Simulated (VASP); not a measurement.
Crystal: Tl2BiN3.

```xyz
6
Lattice="4.1915 0.0000 0.0000 -2.0958 3.6300 0.0000 0.0000 0.0000 7.8336" Properties=species:S:1:pos:R:3 pbc="T T T"
Tl    2.0958    1.2100    1.9433
Tl    2.0958    1.2100    5.8903
Bi    0.0000    0.0000    0.0000
N     0.0000    0.0000    3.9168
N     0.0000    2.4200    0.0000
N     0.0000    2.4200    3.9168
```

| Quantity | Value |
| --- | --- |
| Program | VASP 6.6.1 |
| Task | relaxation of cell and atoms |
| Functional | PBEsol |
| Potentials or basis | VASP PAW PBE potentials, release 64 (Tl_d, Bi_d, N) |
| Cutoff | 600 eV |
| k mesh | 6 × 6 × 4 |
| Occupations | fermi-dirac, width 0.03 eV |
| Spin | no spin polarisation |

At the start: pressure -5.9 GPa; volume 19.86 Å³/atom.

**Question.** Where does the relaxation end?

**Answer.** Over 15 steps the energy falls by 395.7 meV/atom and the volume is 19.36 Å³/atom (-2.5 %); space group P-6m2 (No. 187, to 0.1 Å) before and after.

The path:
| step | energy change (eV) | largest force (eV/Å) | pressure (GPa) | volume (Å³) |
| --- | --- | --- | --- | --- |
| 1 | 0.0000 | 2.2319 | -5.89 | 119.19 |
| 2 | -1.0237 | 2.3068 | 0.68 | 106.89 |
| 3 | -1.2569 | 2.1446 | 7.86 | 99.54 |
| 4 | -1.8855 | 1.0231 | 5.92 | 102.00 |
| 5 | -2.1861 | 0.2695 | 5.96 | 105.12 |
| 6 | -2.3175 | 0.1103 | -1.06 | 114.54 |
| 7 | -2.3238 | 0.0476 | 0.05 | 112.75 |
| 8 | -2.3436 | 0.0575 | 0.09 | 113.34 |
| 9 | -2.3706 | 0.0939 | 0.22 | 115.04 |
| 10 | -2.3707 | 0.0950 | 0.24 | 115.08 |
| 11 | -2.3721 | 0.0882 | -0.13 | 115.87 |
| 12 | -2.3722 | 0.0864 | -0.25 | 116.15 |
| 13 | -2.3734 | 0.0547 | -0.16 | 116.16 |
| 14 | -2.3741 | 0.0125 | -0.03 | 116.17 |
| 15 | -2.3741 | 0.0026 | 0.00 | 116.17 |

Final structure:
```cif
data_structure
_symmetry_space_group_name_H-M 'P 1'
_symmetry_Int_Tables_number 1
_cell_length_a 3.7709
_cell_length_b 3.7709
_cell_length_c 9.4335
_cell_angle_alpha 90.000
_cell_angle_beta 90.000
_cell_angle_gamma 120.000
_cell_volume 116.17
loop_
_atom_site_label
_atom_site_type_symbol
_atom_site_fract_x
_atom_site_fract_y
_atom_site_fract_z
_atom_site_occupancy
Tl1 Tl 0.66667 0.33333 0.31251 1
Tl2 Tl 0.66667 0.33333 0.68749 1
Bi1 Bi 0.00000 0.00000 0.00000 1
N1 N 0.00000 0.00000 0.50000 1
N2 N 0.33333 0.66667 0.00000 1
N3 N 0.33333 0.66667 0.50000 1
```

Caveat: a cell axis changed by over 15 % at a fixed basis, so the end point is rough; the PAW data sets were made with another functional, which shifts forces and pressure a little.
